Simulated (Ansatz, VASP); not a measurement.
One calculation of TiO2, two programs

```xyz
3
Lattice="0.0000 2.3968 2.3968 2.3968 0.0000 2.3968 2.3968 2.3968 0.0000" Properties=species:S:1:pos:R:3 pbc="T T T"
Ti    0.0000    0.0000    0.0000
O     1.1984    1.1984    1.1984
O     3.5952    3.5952    3.5952
```

Alike in both runs: task single point; functional PBE; k mesh 10 × 10 × 10; occupations fermi-dirac, width 0.02 eV; no spin polarisation.

|  | VASP | Ansatz |
| --- | --- | --- |
| version | VASP 6.6.1 | Ansatz 0.2.0 |
| potentials or method | VASP PAW PBE potentials, release 64 (Ti_sv, O) | plane waves, PAW |
| plane-wave cutoff (eV) | 520 | 420 |
| valence electrons in the cell | 24 | 24 |

Ansatz gave:

* gap on the k mesh at the Fermi level (eV): 1.14
* pressure (GPa): 5.9

Q: Which values does VASP return?

A: gap on the k mesh at the Fermi level (eV): 1.13; pressure (GPa): 6.8.

The functional is the same, so the differences come from potentials, cutoffs and numerics.
